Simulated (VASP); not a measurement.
# BeTe (rocksalt type) (Fm-3m) in VASP: further runs, part 2 of 3

VASP 6.6.1. The steps go on from the part before.

**4. Electric field gradients, PBE**

This run uses another cell than the first one, of 19.25 Å³/atom, 1.042 times its volume.

The input, INCAR:

```
PREC = Accurate ; ENCUT = 520
EDIFF = 1E-8 ; ISMEAR = -1
SIGMA = 0.05 ; LREAL = False
LASPH = True ; NELM = 100
ALGO = Normal ; ISIF = 2
LWAVE = False ; LCHARG = False
GGA = PE ; LEFG = True
NBANDS = 11
```

The input, KPOINTS:

```
Automatic mesh
0
Gamma
  13 13 13
```

The input, POSCAR:

```
BeTe
1.0
    0.0000000000      2.6800592576      2.6800592576
    2.6800592576      0.0000000000      2.6800592576
    2.6800592576      2.6800592576      0.0000000000
Be Te
1 1
Direct
    0.0000000000      0.0000000000      0.0000000000
    0.5000000000      0.5000000000      0.5000000000
```

Potentials or basis: VASP PAW PBE potentials, release 64 (Be, Te).

Launch:

```sh
$ cat potpaw_PBE.64/Be/POTCAR potpaw_PBE.64/Te/POTCAR > POTCAR
$ mpirun -np 1 vasp_std > vasp.out
```

OUTCAR:

```text
PREC = Accurate
   ENCUT = 520
   EDIFF = 1E-8
   ISMEAR = -1
   LREAL = False
   LASPH = True
   NELM = 100
   ISIF = 2
   GGA = PE

 ion  position               nearest neighbor table
   1  0.000  0.000  0.000-   2 2.68   2 2.68   2 2.68   2 2.68   2 2.68   2 2.68
   2  0.500  0.500  0.500-   1 2.68   1 2.68   1 2.68   1 2.68   1 2.68   1 2.68

  LATTYP: Found a face centered cubic cell.
 ALAT       =     5.3601185152

  Lattice vectors:

 A1 = (   0.0000000000,   2.6800592576,   2.6800592576)
 A2 = (   2.6800592576,   0.0000000000,   2.6800592576)
 A3 = (   2.6800592576,   2.6800592576,   0.0000000000)

Analysis of symmetry for initial positions (statically):
=====================================================================
 Subroutine PRICEL returns:
 Original cell was already a primitive cell.

 Routine SETGRP: Setting up the symmetry group for a
 face centered cubic supercell.

 Subroutine GETGRP returns: Found 48 space group operations
 (whereof 48 operations were pure point group operations)
 out of a pool of 48 trial point group operations.

The static configuration has the point symmetry O_h .

Analysis of symmetry for dynamics (positions and initial velocities):
=====================================================================
 Subroutine PRICEL returns:
 Original cell was already a primitive cell.

 Routine SETGRP: Setting up the symmetry group for a
 face centered cubic supercell.

 Subroutine GETGRP returns: Found 48 space group operations
 (whereof 48 operations were pure point group operations)
 out of a pool of 48 trial point group operations.

The dynamic configuration has the point symmetry O_h .

 Subroutine INISYM returns: Found 48 space group operations
 (whereof 48 operations are pure point group operations),
 and found     1 'primitive' translations

----------------------------------------------------------------------------------------

                                     Primitive cell

  volume of cell :      38.5002

  direct lattice vectors                    reciprocal lattice vectors
     0.000000000  2.680059258  2.680059258    -0.186563039  0.186563039  0.186563039
     2.680059258  0.000000000  2.680059258     0.186563039 -0.186563039  0.186563039
     2.680059258  2.680059258  0.000000000     0.186563039  0.186563039 -0.186563039

  length of vectors
     3.790176150  3.790176150  3.790176150     0.323136662  0.323136662  0.323136662

  position of ions in fractional coordinates (direct lattice)
     0.000000000  0.000000000  0.000000000
     0.500000000  0.500000000  0.500000000

  ion indices of the primitive-cell ions
   primitive index   ion index
                 1           1
                 2           2

----------------------------------------------------------------------------------------

 KPOINTS: Automatic mesh

Automatic generation of k-mesh.
 Grid dimensions read from file:
 generate k-points for:   13   13   13
[... 73 lines left out ...]
   TEBEG  =    0.0;   TEEND  =   0.0 temperature during run
   PSTRESS=    0.0 pullay stress
   NELECT =       8.0000    total number of electrons
   NUPDOWN=      -1.0000    fix difference up-down
   EMIN   =  10.00;   EMAX   =-10.00  energy-range for DOS
   EFERMI =   0.00;   METHOD = LEGACY
   ISMEAR =    -1;   SIGMA  =   0.05  broadening in eV -4-tet -1-fermi 0-gaus
   EFERMI_NEDOS =   21; number of points for ismear=-14 and -15
   IALGO  =     38    algorithm
   IMIX   =      4    mixing-type and parameters
     AMIX     =   0.40;   BMIX     =  1.00
     AMIX_MAG =   1.60;   BMIX_MAG =  1.00
  volume/ion in A,a.u.               =      19.25       129.91
  Fermi-wavevector in a.u.,A,eV,Ry     =   0.969655  1.832382 12.792608  0.940230
  Thomas-Fermi vector in A             =   2.099725
   LORBIT       =      0    0 simple, 1 ext, 2 COOP (PROOUT), +10 PAW based schemes
   GGA     = PE    functional components
   LHFCALC =     F    Hartree Fock is set to
   AEXX    =    0.0000 exact exchange contribution
   IVDW    =     0    specifies the selected vdW correction
   LEPSILON=     F    determine dielectric tensor
   LRPA    =     F    only Hartree local field effects (RPA)
 non-spin polarized calculation
  energy-cutoff  :      520.00
  volume of cell :       38.50
 maximum number of plane-waves:      1048
   NGX = 15   NGY = 15   NGZ = 15

 number of electron       8.0000000 magnetization

 Free energy of the ion-electron system (eV)
  ---------------------------------------------------
  ext. energy  EPLUGINS =         0.00000000
  ---------------------------------------------------
  free energy    TOTEN  =        -6.60608255 eV

  energy without entropy =       -6.60143240  energy(sigma->0) =       -6.60375748

 E-fermi :   7.2361     XC(G=0):  -9.9594

 val. band max:        7.2260389850   @ k =  -0.4615   0.3846   0.0000
 cond. band min:       7.2522152406   @ k =   0.3846   0.3077   0.0000
 fundamental gap:      0.0261762556
 Fermi energy:         7.2361405918

 k-point     1 :       0.0000    0.0000    0.0000
  band No.  band energies     occupation
      1      -6.0967      2.00000
      2       6.9934      1.98455
      3       6.9934      1.98455
      4       6.9934      1.98455
      5      10.3183      0.00000
      6      13.5333      0.00000
      7      13.5333      0.00000
      8      13.5333      0.00000
      9      14.1090      0.00000
     10      14.1090      0.00000
     11      14.1090      0.00000
[... 309 lines left out ...]
 k-point    24 :       0.4615    0.1538    0.0000
  band No.  band energies     occupation
      1      -4.1953      2.00000
      2       1.1812      2.00000
      3       5.3449      2.00000
      4       5.8356      2.00000
      5       8.7682      0.00000
      6      11.4697      0.00000
      7      12.2978      0.00000
      8      13.9898      0.00000
      9      15.3138      0.00000
     10      19.7526      0.00000
     11      20.3535      0.00000

 [... further k-points ...]
[... 5 lines left out ...]
  --------------------------------------------------------------------------------------
  -------------------------------------------------------------------------------------
  Total        0.0173259      0.0173259      0.0173259     -0.0000000      0.0000000      0.0000000
  in kB        0.7210148      0.7210148      0.7210148     -0.0000000      0.0000000      0.0000000
  external PRESSURE =       0.7210148 kB  Pullay stress =       0.0000000 kB

 VOLUME and BASIS-vectors are now :
 -----------------------------------------------------------------------------
  energy-cutoff  :      520.00
  volume of cell :       38.50
      direct lattice vectors                 reciprocal lattice vectors
     0.000000000  2.680059258  2.680059258    -0.186563039  0.186563039  0.186563039
     2.680059258  0.000000000  2.680059258     0.186563039 -0.186563039  0.186563039
     2.680059258  2.680059258  0.000000000     0.186563039  0.186563039 -0.186563039

 POSITION                                       TOTAL-FORCE (eV/Angst)
 -----------------------------------------------------------------------------------
      0.00000      0.00000      0.00000         0.000000     -0.000000     -0.000000
      2.68006      2.68006      2.68006        -0.000000      0.000000      0.000000
 -----------------------------------------------------------------------------------
    total drift:                                0.000000      0.000000      0.000000

  FREE ENERGIE OF THE ION-ELECTRON SYSTEM (eV)
  ---------------------------------------------------
  free  energy   TOTEN  =        -6.6060825466 eV

  energy  without entropy=       -6.6014324043  energy(sigma->0) =       -6.60375748

 Electric field gradients (V/A^2)
---------------------------------------------------------------------
 ion       V_xx      V_yy      V_zz      V_xy      V_xz      V_yz
---------------------------------------------------------------------
   1      -0.000     0.000     0.000    -0.000    -0.000    -0.000
   2      -0.000    -0.000    -0.000     0.000     0.000     0.000
---------------------------------------------------------------------

 Electric field gradients after diagonalization (V/A^2)
 (convention: |V_zz| > |V_xx| > |V_yy|)
----------------------------------------------------------------------
 ion       V_xx      V_yy      V_zz     asymmetry (V_yy - V_xx)/ V_zz
----------------------------------------------------------------------
   1       0.000     0.000    -0.000       0.000
   2      -0.000    -0.000     0.000       0.000
----------------------------------------------------------------------

           NMR quadrupolar parameters

 Cq : quadrupolar parameter    Cq=e*Q*V_zz/h
 eta: asymmetry parameters     (V_yy - V_xx)/ V_zz
 Q  : nuclear electric quadrupole moment in mb (millibarn)
----------------------------------------------------------------------
 ion       Cq(MHz)       eta       Q (mb)
----------------------------------------------------------------------
   1      -0.000       0.000       1.000
   2       0.000       0.000       1.000
----------------------------------------------------------------------
```

OSZICAR:

```text
N       E                     dE             d eps       ncg     rms          rms(c)
DAV:   1     0.178450436102E+02    0.17845E+02   -0.32849E+03  1848   0.590E+02
DAV:   2    -0.557745624088E+01   -0.23422E+02   -0.22690E+02  2383   0.904E+01
DAV:   3    -0.659312058542E+01   -0.10157E+01   -0.99999E+00  2394   0.192E+01
DAV:   4    -0.660203314933E+01   -0.89126E-02   -0.89102E-02  2138   0.211E+00
DAV:   5    -0.660216350417E+01   -0.13035E-03   -0.13035E-03  2239   0.263E-01    0.532E+00
DAV:   6    -0.660347059271E+01   -0.13071E-02   -0.17457E-03  2149   0.265E-01    0.323E+00
DAV:   7    -0.660598584621E+01   -0.25153E-02   -0.41734E-03  2073   0.440E-01    0.668E-02
DAV:   8    -0.660606645734E+01   -0.80611E-04   -0.12255E-04  2268   0.719E-02    0.271E-02
DAV:   9    -0.660608167171E+01   -0.15214E-04   -0.13225E-05  2100   0.242E-02    0.884E-03
DAV:  10    -0.660608240717E+01   -0.73546E-06   -0.25601E-06  2144   0.906E-03    0.219E-03
DAV:  11    -0.660608244042E+01   -0.33251E-07   -0.52153E-08  2177   0.153E-03    0.189E-03
DAV:  12    -0.660608248362E+01   -0.43200E-07   -0.62295E-08  2082   0.137E-03    0.102E-03
DAV:  13    -0.660608251666E+01   -0.33046E-07   -0.86122E-10  1188   0.201E-04    0.553E-04
DAV:  14    -0.660608255069E+01   -0.34028E-07   -0.80999E-10  1113   0.157E-04    0.226E-04
DAV:  15    -0.660608254661E+01    0.40821E-08   -0.52602E-11  1074   0.462E-05
   1 F= -.66060825E+01 E0= -.66037575E+01  d E =-.465014E-02
```

Run time: 21 s. Hardware: 1 thread of AMD EPYC 9R45 (Zen 5), shared host; peak memory 0.15 GiB.

What came out:

| Item | Value |
| --- | --- |
| Free energy | -6.6061 eV |
| Pressure | 0.1 GPa |
| Band gap on the k mesh | zero (band 4 reaches 7.54 eV, above the bottom of band 5 at 6.36 eV) |

Caveat: without QUAD_EFG the Cq values of the log hold for a quadrupole moment of 1 mb, not for the nuclei; spin-orbit coupling is left out, which moves the levels of the heavy elements.

**5. Electric field gradients, PBE (volume scaled by 1.02)**

The input, INCAR:

```
SYSTEM = BeTe
ALGO     = Normal         ! electronic algorithm
EDIFF    = 1E-8           ! SCF threshold, eV
ENCUT    = 520            ! plane-wave cutoff, eV
GGA      = PE             ! functional
ISIF     = 2              ! what is computed and relaxed
ISMEAR   = -1             ! smearing method
LASPH    = .TRUE.         ! aspherical terms in the spheres
LCHARG   = .FALSE.        ! write CHGCAR
LEFG     = .TRUE.       
LREAL    = .FALSE.        ! projectors in reciprocal space
LWAVE    = .FALSE.        ! write WAVECAR
NBANDS   = 11             ! bands
NELM     = 80             ! most SCF steps
PREC     = Accurate       ! precision mode
SIGMA    = 0.05           ! smearing width, eV
```

The input, KPOINTS:

```
k-points
0
G
  13 13 13
  0 0 0
```

The input, POSCAR:

```
BeTe
1.0
    0.0000000000      2.6978085117      2.6978085117
    2.6978085117      0.0000000000      2.6978085117
    2.6978085117      2.6978085117      0.0000000000
Be Te
1 1
Direct
    0.0000000000      0.0000000000      0.0000000000
    0.5000000000      0.5000000000      0.5000000000
```

Potentials or basis: VASP PAW PBE potentials, release 64 (Be, Te).

Launch:

```sh
$ cat potpaw_PBE.64/Be/POTCAR potpaw_PBE.64/Te/POTCAR > POTCAR
$ mpirun -np 1 vasp_std > vasp.out
```

OUTCAR:

```text
SYSTEM = BeTe
   EDIFF = 1E-8
   ENCUT = 520
   GGA = PE
   ISIF = 2
   ISMEAR = -1
   LASPH = .TRUE.
   LREAL = .FALSE.
   NELM = 80
   PREC = Accurate

 ion  position               nearest neighbor table
   1  0.000  0.000  0.000-   2 2.70   2 2.70   2 2.70   2 2.70   2 2.70   2 2.70
   2  0.500  0.500  0.500-   1 2.70   1 2.70   1 2.70   1 2.70   1 2.70   1 2.70

  LATTYP: Found a face centered cubic cell.
 ALAT       =     5.3956170234

  Lattice vectors:

 A1 = (   0.0000000000,   2.6978085117,   2.6978085117)
[... 548 lines left out ...]
  ---------------------------------------------------
  free  energy   TOTEN  =        -6.6033083515 eV

  energy  without entropy=       -6.5985546043  energy(sigma->0) =       -6.60093148

 Electric field gradients (V/A^2)
---------------------------------------------------------------------
 ion       V_xx      V_yy      V_zz      V_xy      V_xz      V_yz
---------------------------------------------------------------------
   1       0.000    -0.000    -0.000    -0.000    -0.000    -0.000
   2       0.000     0.000     0.000     0.000     0.000     0.000
---------------------------------------------------------------------

 Electric field gradients after diagonalization (V/A^2)
 (convention: |V_zz| > |V_xx| > |V_yy|)
----------------------------------------------------------------------
 ion       V_xx      V_yy      V_zz     asymmetry (V_yy - V_xx)/ V_zz
----------------------------------------------------------------------
   1       0.000     0.000    -0.000       0.000
   2      -0.000    -0.000     0.000       0.000
----------------------------------------------------------------------

           NMR quadrupolar parameters

 Cq : quadrupolar parameter    Cq=e*Q*V_zz/h
 eta: asymmetry parameters     (V_yy - V_xx)/ V_zz
 Q  : nuclear electric quadrupole moment in mb (millibarn)
----------------------------------------------------------------------
 ion       Cq(MHz)       eta       Q (mb)
----------------------------------------------------------------------
   1      -0.000       0.000       1.000
   2       0.000       0.000       1.000
----------------------------------------------------------------------
```

OSZICAR:

```text
N       E                     dE             d eps       ncg     rms          rms(c)
DAV:   1     0.189228788864E+02    0.18923E+02   -0.34353E+03  1848   0.599E+02
DAV:   2    -0.552267550062E+01   -0.24446E+02   -0.23408E+02  2491   0.925E+01
DAV:   3    -0.658777521657E+01   -0.10651E+01   -0.10429E+01  2361   0.193E+01
DAV:   4    -0.659764873994E+01   -0.98735E-02   -0.98682E-02  2174   0.221E+00
DAV:   5    -0.659779248988E+01   -0.14375E-03   -0.14375E-03  2238   0.271E-01    0.513E+00
DAV:   6    -0.660017574997E+01   -0.23833E-02   -0.15048E-03  2162   0.272E-01    0.313E+00
DAV:   7    -0.660320994529E+01   -0.30342E-02   -0.40074E-03  2024   0.450E-01    0.692E-02
DAV:   8    -0.660329204522E+01   -0.82100E-04   -0.59339E-05  2296   0.522E-02    0.240E-02
DAV:   9    -0.660330823636E+01   -0.16191E-04   -0.16942E-05  2077   0.273E-02    0.767E-03
DAV:  10    -0.660330844957E+01   -0.21322E-06   -0.63642E-07  2231   0.446E-03    0.248E-03
DAV:  11    -0.660330825648E+01    0.19310E-06   -0.74001E-08  2114   0.159E-03    0.831E-04
DAV:  12    -0.660330832219E+01   -0.65713E-07   -0.24486E-09  1347   0.297E-04    0.257E-04
DAV:  13    -0.660330834320E+01   -0.21009E-07   -0.23427E-09  1217   0.302E-04    0.133E-04
DAV:  14    -0.660330835149E+01   -0.82937E-08   -0.14251E-10  1110   0.851E-05
   1 F= -.66033084E+01 E0= -.66009315E+01  d E =-.475375E-02
```

stdout:

```text
POSCAR found type information on POSCAR BeTe
 POSCAR found :  2 types and       2 ions
 scaLAPACK will be used
 LDA part: xc-table for (Slater+PW92), standard interpolation
 POSCAR, INCAR and KPOINTS ok, starting setup
 FFT: planning ... GRIDC
 FFT: planning ... GRID_SOFT
 FFT: planning ... GRID
 WAVECAR not read
 entering main loop
ion   1

ion   2
```

It took 19 s on 1 thread of AMD EPYC 9R45 (Zen 5), shared host; peak memory 0.15 GiB.

Results:

```
Free energy            : -6.6033 eV
Pressure               : -1.2 GPa
Band gap on the k mesh : zero (band 4 reaches 7.28 eV, above the bottom of band 5 at 6.11 eV)
```

Caveat: the cell differs from its parent crystal (volume scaled by 1.02); without QUAD_EFG the Cq values of the log hold for a quadrupole moment of 1 mb, not for the nuclei; spin-orbit coupling is left out, which moves the levels of the heavy elements.

(Continued in part 3 of 3.)
